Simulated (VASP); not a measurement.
Runs of VASP 6.6.1 on Ta. The structure is that of space group P6_3/mmc (No. 194), or close to it. The cells are those of the table. 

```csv
level,cell,k mesh,smearing,gap on the mesh (eV),pressure (GPa)
PBEsol,"a = 2.867, b = 2.867, c = 5.091 Å, angles 90.0, 90.0, 120.0°, 2 atoms",18 × 18 × 8,gaussian 0.1 eV,none,(b)
r2SCAN,"a = 2.921, b = 2.921, c = 5.125 Å, angles 90.0, 90.0, 120.0°, 2 atoms",18 × 18 × 8,gaussian 0.1 eV,none,(a)
PBEsol,"a = 2.900, b = 2.900, c = 5.166 Å, angles 90.0, 90.0, 120.0°, 2 atoms",9 × 9 × 4,gaussian 0.1 eV,none,-7.0
PBEsol,"a = 2.792, b = 2.792, c = 5.283 Å, angles 90.0, 90.0, 120.0°, 2 atoms",15 × 15 × 8,gaussian 0.1 eV,none,5.9
PBEsol,"a = 2.867, b = 2.867, c = 5.091 Å, angles 90.0, 90.0, 120.0°, 2 atoms",24 × 24 × 12,gaussian 0.15 eV,none,0.2
```

Alike in all rows: task single point; potentials or basis VASP PAW PBE potentials, release 64 (Ta_pv); no spin polarisation; cutoff (eV) 520.

**Question.** Estimate the missing entries.

**Answer.** (a) -4.1; (b) 0.1.

Caveats: the PAW data sets were made with another functional, which shifts forces and pressure a little; spin-orbit coupling is left out, which moves the levels of the heavy elements.

A k mesh can miss the band edges, and the runs leave out spin-orbit coupling on Ta.

A gap of «none» marks levels without a gap at the run's occupations.
